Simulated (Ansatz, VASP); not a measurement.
# One calculation of Mo, two programs

```
Mo
1.0
     3.16073    0.00000    0.00000
     0.00000    3.16073    0.00000
     0.00000    0.00000   22.32150
Mo
5
Direct
  0.00000 0.00000 0.35840
  0.50000 0.50000 0.42920
  0.00000 0.00000 0.50000
  0.50000 0.50000 0.57080
  0.00000 0.00000 0.64160
```

Alike in both runs: task single point; functional PBE; k mesh 12 × 12 × 1; occupations fermi-dirac, width 0.08 eV; no spin polarisation.

|  | VASP | Ansatz |
| --- | --- | --- |
| version | VASP 6.6.1 | Ansatz 0.2.0 |
| potentials or method | VASP PAW PBE potentials, release 64 (Mo_sv), cutoff 520 eV | all-electron LAPW, scalar-relativistic |

VASP gave:

| Item | Value |
| --- | --- |
| rms of the force components (eV/Å) | 0.669 |

Question: What did Ansatz give for the same quantities?

Answer: rms of the force components (eV/Å): 0.674.

Atom by atom the forces differ by 0.010 eV/Å (rms over components). Ansatz ran all-electron here, and VASP with PAW potentials.
